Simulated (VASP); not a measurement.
Set up this calculation in VASP 6.6.1, as the native input.

- Task: single point
- Functional: PBE
- Potentials or basis: VASP PAW PBE potentials, release 64 (Al, Ru_pv)
- Cutoff: 520 eV
- k mesh: 5 × 5 × 5
- Occupations: gaussian, width 0.2 eV
- Spin: no spin polarisation
- Dipole correction: no
- Further INCAR settings: ALGO = Fast; EDIFF = 1e-06; NBANDS = 38

The structure of AlRu4 lies in POSCAR:

```
AlRu4
1.0
   -3.0347376418      3.0347376418      1.8928894331
    3.0347376418     -3.0347376418      1.8928894331
    3.0347376418      3.0347376418     -1.8928894331
Al Ru
1 4
Direct
    0.0000000000      0.0000000000      0.0000000000
    0.6005567163      0.1940139423      0.7945706586
    0.3994432837      0.8059860577      0.2054293414
    0.8059860577      0.6005567163      0.4065427740
    0.1940139423      0.3994432837      0.5934572260
```

The input as run:

INCAR

```
PREC = Accurate
ENCUT = 520
EDIFF = 1E-6
ISMEAR = 0
SIGMA = 0.2
LREAL = F
LASPH = T
NELM = 60
ALGO = Fast
ISIF = 2
LWAVE = F
LCHARG = F
GGA = PE
NBANDS = 38
```

KPOINTS

```
regular mesh
0
Gamma
  5 5 5
```

Potentials or basis: VASP PAW PBE potentials, release 64 (Al, Ru_pv).

The run is started by

```bash
$ cat potpaw_PBE.64/Al/POTCAR potpaw_PBE.64/Ru_pv/POTCAR > POTCAR
$ mpirun -np 1 vasp_std > vasp.out
```

It gave:

The pressure is -0.1 GPa and the largest force is 0.026 eV/Å.

Caveat: the k points lie up to 0.39 Å⁻¹ apart.

It took 26 s on 1 thread of Intel(R) Xeon(R) 6975P-C (Granite Rapids), with other jobs on the host, peak memory 0.21 GiB.
